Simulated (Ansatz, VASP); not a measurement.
**C: VASP beside Ansatz**

Contents of INCAR:

```
SYSTEM = C
PREC = Accurate ; ENCUT = 520
EDIFF = 1E-6 ; ISMEAR = 0
SIGMA = 0.05 ; LREAL = .False.
LASPH = .True. ; NELM = 80
ALGO = Normal ; ISIF = 2
LWAVE = .False. ; LCHARG = .True.
GGA = PE ; IVDW = 12
LELF = .True. ; LVHAR = .True.
NBANDS = 11
```

File KPOINTS:

```
Automatic mesh
0
Gamma
  15 15 15
  0 0 0
```

The input POSCAR:

```
C
1.0
    1.2324809262      0.7115731945      3.3609366220
   -1.2324809262      0.7115731945      3.3609366220
    0.0000000000     -1.4231463891      3.3609366220
C
2
Direct
    0.1647112226      0.1647112226      0.1647112226
    0.8352887774      0.8352887774      0.8352887774
```

Input for Ansatz:

```yaml
crystal:
  lattice:
    - [1.2324809262, 0.7115731945, 3.360936622]
    - [-1.2324809262, 0.7115731945, 3.360936622]
    - [0.0, -1.4231463891, 3.360936622]
  atoms:
    - { symbol: C, position: [0.1647112226, 0.1647112226, 0.1647112226] }
    - { symbol: C, position: [0.8352887774, 0.8352887774, 0.8352887774] }
basis:
  ecutwfc: 520.0
kpoints:
  mp_grid: { grid: [15, 15, 15] }
hamiltonian:
  xc: pbe
  pseudopotentials: { kind: paw, azcp: { folder: soft_1 } }
  dispersion: d3bj
scf:
  occupations: { method: gaussian, width: 0.05 }
output:
  forces: true
  stress: true
  eigenvalues: true
  write_density: true
  write_potential: true
  elf: true
  volumetric_format: npy
```

Change from the starting cell: mode 4 frozen in at -0.019 Å, equal normal strain along x, y and z +0.0000.

Alike in both runs: task single point; functional PBE; dispersion D3(BJ); k mesh 15 × 15 × 15; occupations gaussian, width 0.05 eV; no spin polarisation.

|  | VASP | Ansatz |
| --- | --- | --- |
| version | VASP 6.6.1 | Ansatz 0.2.0 |
| potentials or method | VASP PAW PBE potentials, release 64 (C), cutoff 520 eV | scalar-relativistic, plane waves, PAW |
| valence electrons in the cell | 8 | 8 |

VASP gave:

| Property | Result |
| --- | --- |
| gap on the k mesh at the Fermi level (eV) | 0.71 |
| least direct gap on the mesh (eV) | 0.71 |
| pressure (GPa) | 0.4 |
| traceless stress, the component that is largest in VASP (GPa) | -0.75 |
| rms of the force components (eV/Å) | 0.364 |

Which values does Ansatz return?

gap on the k mesh at the Fermi level (eV): 0.71; least direct gap on the mesh (eV): 0.71; pressure (GPa): -0.1; traceless stress, the component that is largest in VASP (GPa): -0.21; rms of the force components (eV/Å): 0.365.

Atom by atom the forces differ by 0.001 eV/Å (rms over components).
